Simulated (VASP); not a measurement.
# PtN4Cl2O (P4/mmm) in VASP: single point with PBEsol

Aim: the single point of PtN4Cl2O with PBEsol.

All numbers are computed with VASP 6.6.1; they aren't measurements. Logs are shortened: lines on timing, memory, paths and dates and some standing lists are left out, and cuts for length are marked.

## 1. The cell of the first run

It takes space group P4/mmm (No. 123, tetragonal). Conventional cell: a = 5.752 Å, b = 5.752 Å, c = 3.018 Å, α = 90.00°, β = 90.00°, γ = 90.00°. Pt (site symmetry 4/mmm) has 4 N at 1.96 Å within 2.6 Å. N (site symmetry m2m) has 1 Pt at 1.96 Å and 4 Cl at 2.53 Å and 2 O at 2.59 Å within 2.6 Å. Cl (site symmetry mmm) has 8 N at 2.53 Å and 2 O at 2.88 Å and 2 Cl at 3.02 Å and 4 Pt at 3.25 Å within 3.3 Å. Within 3.4 Å of O (site symmetry 4/mmm) lie 8 N at 2.59 Å and 4 Cl at 2.88 Å and 2 O at 3.02 Å.

## 2. Single point, PBEsol

File POSCAR:

```
PtN4Cl2O
1.0
    5.7522000000      0.0000000000      0.0000000000
    0.0000000000      5.7522000000      0.0000000000
    0.0000000000      0.0000000000      3.0177900000
Pt N Cl O
1 4 2 1
Direct
    0.0000000000      0.0000000000      0.0000000000
    0.2405300000      0.2405300000      0.0000000000
    0.7594600000      0.7594600000      0.0000000000
    0.2405300000      0.7594600000      0.0000000000
    0.7594600000      0.2405300000      0.0000000000
    0.5000000000      0.0000000000      0.5000000000
    0.0000000000      0.5000000000      0.5000000000
    0.5000000000      0.5000000000      0.5000000000
```

File INCAR.step1:

```
ALGO = Normal ; EDIFF = 1E-6
ENCUT = 520 ; GGA = PS
ISIF = 2 ; ISMEAR = -1
LASPH = True ; LCHARG = True
LMAXMIX = 4 ; LREAL = False
LWAVE = False ; NBANDS = 35
NELM = 60 ; PREC = Accurate
SIGMA = 0.05
```

File KPOINTS.step1:

```
k-points
0
Gamma
  5 5 8
```

File INCAR.step2:

```
ALGO = Normal ; EDIFF = 1E-6
ENCUT = 520 ; GGA = PS
ICHARG = 11 ; ISIF = 2
ISMEAR = -5 ; LASPH = True
LCHARG = False ; LMAXMIX = 4
LORBIT = 11 ; LREAL = False
LWAVE = False ; NBANDS = 35
NEDOS = 1001 ; NELM = 60
PREC = Accurate ; SIGMA = 0.05
```

File KPOINTS.step2:

```
k-points
0
Gamma
  8 8 12
```

Potentials or basis: VASP PAW PBE potentials, release 64 (Pt, N, Cl, O).

Started as:

```bash
cat potpaw_PBE.64/Pt/POTCAR potpaw_PBE.64/N/POTCAR potpaw_PBE.64/Cl/POTCAR potpaw_PBE.64/O/POTCAR > POTCAR
cp INCAR.step1 INCAR
cp KPOINTS.step1 KPOINTS
mpirun -np 1 vasp_std > vasp.out
cp INCAR.step2 INCAR
cp KPOINTS.step2 KPOINTS
mpirun -np 1 vasp_std > vasp.out
```

OUTCAR:

```text
EDIFF = 1E-6
   ENCUT = 520
   GGA = PS
   ICHARG = 11
   ISIF = 2
   ISMEAR = -5
   LASPH = True
   LORBIT = 11
   LREAL = False
   NELM = 60
   PREC = Accurate

 ion  position               nearest neighbor table
   1  0.000  0.000  0.000-   2 1.96   4 1.96   5 1.96   3 1.96
   2  0.241  0.241  0.000-   1 1.96
   3  0.759  0.759  0.000-   1 1.96
   4  0.241  0.759  0.000-   1 1.96
   5  0.759  0.241  0.000-   1 1.96
   6  0.500  0.000  0.500-
   7  0.000  0.500  0.500-
   8  0.500  0.500  0.500-

  LATTYP: Found a simple tetragonal cell.
 ALAT       =     5.7522000000
 C/A-ratio  =     0.5246323146

  Lattice vectors:

 A1 = (   5.7522000000,   0.0000000000,   0.0000000000)
 A2 = (   0.0000000000,   5.7522000000,   0.0000000000)
 A3 = (   0.0000000000,   0.0000000000,   3.0177900000)

Analysis of symmetry for initial positions (statically):
=====================================================================
 Subroutine PRICEL returns:
 Original cell was already a primitive cell.

 Routine SETGRP: Setting up the symmetry group for a
 simple tetragonal supercell.

 Subroutine GETGRP returns: Found  4 space group operations
 (whereof  4 operations were pure point group operations)
 out of a pool of 16 trial point group operations.

The static configuration has the point symmetry C_2v.

Analysis of symmetry for dynamics (positions and initial velocities):
=====================================================================
 Subroutine PRICEL returns:
 Original cell was already a primitive cell.

 Routine SETGRP: Setting up the symmetry group for a
 simple tetragonal supercell.

 Subroutine GETGRP returns: Found  4 space group operations
 (whereof  4 operations were pure point group operations)
 out of a pool of 16 trial point group operations.

The dynamic configuration has the point symmetry C_2v.

 Subroutine INISYM returns: Found  4 space group operations
 (whereof  4 operations are pure point group operations),
 and found     1 'primitive' translations

----------------------------------------------------------------------------------------

                                     Primitive cell

  volume of cell :      99.8520

  direct lattice vectors                    reciprocal lattice vectors
     5.752200000  0.000000000  0.000000000     0.173846528  0.000000000  0.000000000
     0.000000000  5.752200000  0.000000000     0.000000000  0.173846528  0.000000000
     0.000000000  0.000000000  3.017790000     0.000000000  0.000000000  0.331368319

  length of vectors
     5.752200000  5.752200000  3.017790000     0.173846528  0.173846528  0.331368319

  position of ions in fractional coordinates (direct lattice)
     0.000000000  0.000000000  0.000000000
     0.240530000  0.240530000  0.000000000
     0.759460000  0.759460000  0.000000000
     0.240530000  0.759460000  0.000000000
     0.759460000  0.240530000  0.000000000
     0.500000000  0.000000000  0.500000000
     0.000000000  0.500000000  0.500000000
     0.500000000  0.500000000  0.500000000

  ion indices of the primitive-cell ions
   primitive index   ion index
                 1           1
                 2           2
                 3           3
                 4           4
                 5           5
                 6           6
                 7           7
                 8           8

----------------------------------------------------------------------------------------

 KPOINTS: k-points

Automatic generation of k-mesh.
 Grid dimensions read from file:
 generate k-points for:    8    8   12

 Generating k-lattice:

  Cartesian coordinates                     Fractional coordinates (reciprocal lattice)
     0.021730816  0.000000000  0.000000000     0.125000000  0.000000000  0.000000000
     0.000000000  0.021730816  0.000000000     0.000000000  0.125000000  0.000000000
     0.000000000  0.000000000  0.027614027     0.000000000  0.000000000  0.083333333

  Length of vectors
     0.021730816  0.021730816  0.027614027

  Shift w.r.t. Gamma in fractional coordinates (k-lattice)
     0.000000000  0.000000000  0.000000000

 TETIRR: Found   1152 inequivalent tetrahedra from     4608

 Subroutine IBZKPT returns following result:
 ===========================================

 Found    147 irreducible k-points:

 Following reciprocal coordinates:
            Coordinates               Weight
  0.000000  0.000000  0.000000      1.000000
  0.125000  0.000000  0.000000      4.000000
  0.250000  0.000000  0.000000      4.000000
  0.375000  0.000000  0.000000      4.000000
  0.500000  0.000000  0.000000      2.000000
  0.125000  0.125000  0.000000      2.000000
[... 16 lines left out ...]
  0.125000  0.000000  0.083333      8.000000
  0.250000  0.000000  0.083333      8.000000
 [... further k-points ...]
   k-points           NKPTS =    147   k-points in BZ     NKDIM =    147   number of bands    NBANDS=     35
   number of dos      NEDOS =   1001   number of ions     NIONS =      8
   total plane-waves  NPLWV =  55296
   dimension x,y,z NGX =    48 NGY =   48 NGZ =   24
   dimension x,y,z NGXF=    96 NGYF=   96 NGZF=   48
   ions per type =               1   4   2   1
   NGX,Y,Z   is equivalent  to a cutoff of  13.87, 13.87, 13.22 a.u.
   NGXF,Y,Z  is equivalent  to a cutoff of  27.75, 27.75, 26.44 a.u.
 SYSTEM =  unknown system
   PREC   = accura    normal or accurate (medium, high low for compatibility)
   ISTART =      0    job   : 0-new  1-cont  2-samecut
   ICHARG =     11    charge: 1-file 2-atom 10-const
   ISPIN  =      1    spin polarized calculation?
   LNONCOLLINEAR =      F non collinear calculations
   LSORBIT =      F    spin-orbit coupling
   LASPH  =      T    aspherical Exc in radial PAW
   ENCUT  =  520.0 eV  38.22 Ry    6.18 a.u.  10.70 10.70  5.61*2*pi/ulx,y,z
   NELM   =     60;   NELMIN=  2; NELMDL=  0     # of ELM steps
   EDIFF  = 0.1E-05   stopping-criterion for ELM
   LREAL  =      F    real-space projection
   EDIFFG = 0.1E-04   stopping-criterion for IOM
   NSW    =      0    number of steps for IOM
   IBRION =     -1    ionic relax: 0-MD 1-quasi-New 2-CG
   NFREE  =      0    steps in history (QN), initial steepest desc. (CG)
   ISIF   =      2    stress and relaxation
   ISYM   =      2    0-nonsym 1-usesym 2-fastsym
   POTIM  = 0.5000    time-step for ionic-motion
   TEBEG  =    0.0;   TEEND  =   0.0 temperature during run
   PSTRESS=    0.0 pullay stress
   NELECT =      50.0000    total number of electrons
   NUPDOWN=      -1.0000    fix difference up-down
   EMIN   =  10.00;   EMAX   =-10.00  energy-range for DOS
   EFERMI =   0.00;   METHOD = LEGACY
   ISMEAR =    -5;   SIGMA  =   0.05  broadening in eV -4-tet -1-fermi 0-gaus
   EFERMI_NEDOS =   21; number of points for ismear=-14 and -15
   IALGO  =     38    algorithm
   IMIX   =      4    mixing-type and parameters
     AMIX     =   0.40;   BMIX     =  1.00
     AMIX_MAG =   1.60;   BMIX_MAG =  1.00
  volume/ion in A,a.u.               =      12.48        84.23
  Fermi-wavevector in a.u.,A,eV,Ry     =   1.300007  2.456658 22.994110  1.690019
  Thomas-Fermi vector in A             =   2.431234
   LORBIT       =     11    0 simple, 1 ext, 2 COOP (PROOUT), +10 PAW based schemes
   GGA     = PS    functional components
   LHFCALC =     F    Hartree Fock is set to
   AEXX    =    0.0000 exact exchange contribution
   IVDW    =     0    specifies the selected vdW correction
   LEPSILON=     F    determine dielectric tensor
   LRPA    =     F    only Hartree local field effects (RPA)
 non-spin polarized calculation
 Fermi weights with tetrahedron method with Bloechl corrections
  energy-cutoff  :      520.00
  volume of cell :       99.85
 maximum number of plane-waves:      2711
 NGX is ok and might be reduce to    48

 number of electron      50.0000005 magnetization

 Free energy of the ion-electron system (eV)
  ---------------------------------------------------
  ext. energy  EPLUGINS =         0.00000000
  ---------------------------------------------------
  free energy    TOTEN  =       -31.24806601 eV

  energy without entropy =      -31.24806601  energy(sigma->0) =      -31.24806601

 E-fermi :   3.9811     XC(G=0): -11.3498

 val. band max:        4.0224709469   @ k =   0.5000   0.1250   0.2500
 cond. band min:       3.9509226112   @ k =   0.1250   0.1250   0.3333
 fundamental gap:     -0.0715483357
 Fermi energy:         3.9811237193

 k-point     1 :       0.0000    0.0000    0.0000
  band No.  band energies     occupation
      1     -13.4661      2.00000
      2     -11.8624      2.00000
      3     -11.5944      2.00000
      4      -9.8359      2.00000
      5      -9.5954      2.00000
      6      -9.5954      2.00000
[... 27 lines left out ...]
     34      11.6942      0.00000
     35      13.5137      0.00000

 k-point     2 :       0.1250    0.0000    0.0000
  band No.  band energies     occupation
      1     -13.4207      2.00000
      2     -11.9358      2.00000
      3     -11.6109      2.00000
      4      -9.8915      2.00000
      5      -9.5917      2.00000
      6      -9.5331      2.00000
[... 27 lines left out ...]
     34      11.7735      0.00000
     35      13.5440      0.00000
[... 796 lines left out ...]
     34      11.8641      0.00000
     35      13.8488      0.00000

 k-point    24 :       0.2500    0.0000    0.0833
  band No.  band energies     occupation
      1     -13.2166      2.00000
      2     -12.1044      2.00000
      3     -11.5853      2.00000
      4      -9.9486      2.00000
      5      -9.5870      2.00000
      6      -9.3900      2.00000
[... 27 lines left out ...]
     34      12.0556      0.00000
     35      13.6247      0.00000

 [... further k-points ...]
[... 5 lines left out ...]
  --------------------------------------------------------------------------------------
  -------------------------------------------------------------------------------------
  Total       -5.6821662     -5.6821662     -5.1768126      0.0407653      0.0000000      0.0000000
  in kB      -91.1732731    -91.1732731    -83.0646146      0.6541009      0.0000000      0.0000000
  external PRESSURE =     -88.4703869 kB  Pullay stress =       0.0000000 kB

 VOLUME and BASIS-vectors are now :
 -----------------------------------------------------------------------------
  energy-cutoff  :      520.00
  volume of cell :       99.85
      direct lattice vectors                 reciprocal lattice vectors
     5.752200000  0.000000000  0.000000000     0.173846528  0.000000000  0.000000000
     0.000000000  5.752200000  0.000000000     0.000000000  0.173846528  0.000000000
     0.000000000  0.000000000  3.017790000     0.000000000  0.000000000  0.331368319

 POSITION                                       TOTAL-FORCE (eV/Angst)
 -----------------------------------------------------------------------------------
      0.00000      0.00000      0.00000        -0.000304     -0.000304      0.000000
      1.38358      1.38358      0.00000        -0.319675     -0.319675      0.000000
      4.36857      4.36857      0.00000         0.319857      0.319857      0.000000
      1.38358      4.36857      0.00000        -0.331330      0.331059      0.000000
      4.36857      1.38358      0.00000         0.331059     -0.331330      0.000000
      2.87610      0.00000      1.50890         0.000188      0.000060      0.000000
      0.00000      2.87610      1.50890         0.000060      0.000188      0.000000
      2.87610      2.87610      1.50890         0.000144      0.000144      0.000000
 -----------------------------------------------------------------------------------
    total drift:                                0.000004      0.000004      0.000000

  FREE ENERGIE OF THE ION-ELECTRON SYSTEM (eV)
  ---------------------------------------------------
  free  energy   TOTEN  =       -31.2480660093 eV

  energy  without entropy=      -31.2480660093  energy(sigma->0) =      -31.24806601

 total charge

# of ion       s       p       d       tot
------------------------------------------
    1        0.800   0.935   7.880   9.615
    2        1.370   1.978   0.000   3.348
    3        1.370   1.978   0.000   3.348
    4        1.370   1.979   0.000   3.349
    5        1.370   1.979   0.000   3.349
    6        1.649   3.158   0.000   4.807
    7        1.649   3.158   0.000   4.807
    8        1.628   2.936   0.000   4.564
--------------------------------------------------
tot         11.206  18.100   7.880  37.186
```

It took 6.4 min on 1 thread of AMD EPYC 7R13 (Zen 3), shared host; peak memory 0.52 GiB.

What came out:

- Valence electrons inside the program's atomic spheres: Pt 9.62; N 3.35; Cl 4.81; O 4.56

Levels at points of the mesh, in eV from the Fermi level:
| k point | band 21 | band 22 | band 23 | band 24 | band 25 | band 26 | band 27 | band 28 | band 29 | band 30 |
| --- | --- | --- | --- | --- | --- | --- | --- | --- | --- | --- |
| (0.00, 0.00, 0.00) | -1.16 | -0.14 | -0.14 | 0.01 | 0.38 | 0.38 | 0.55 | 0.90 | 0.90 | 1.37 |
| (0.50, 0.00, 0.00) | -0.87 | -0.48 | -0.44 | -0.25 | -0.15 | 0.45 | 0.51 | 0.93 | 1.06 | 1.14 |
| (0.50, 0.50, 0.00) | -1.39 | -1.08 | -1.08 | -0.92 | -0.72 | 0.40 | 0.40 | 0.51 | 1.56 | 1.56 |
| (0.00, 0.00, 0.50) | -2.12 | -2.12 | -1.01 | -0.32 | -0.32 | -0.10 | -0.10 | 0.25 | 0.55 | 1.82 |
| (0.50, 0.00, 0.50) | -1.21 | -0.45 | -0.18 | -0.12 | -0.07 | -0.06 | 0.16 | 0.22 | 0.49 | 1.07 |
| (0.50, 0.50, 0.50) | -1.31 | -1.31 | -1.19 | -1.02 | 0.32 | 0.63 | 0.63 | 0.63 | 1.11 | 1.12 |

Caveat: the PAW data sets were made with another functional, which shifts forces and pressure a little; spin-orbit coupling is left out, which moves the levels of the heavy elements; tetrahedron occupations give inexact forces and stress in metals.
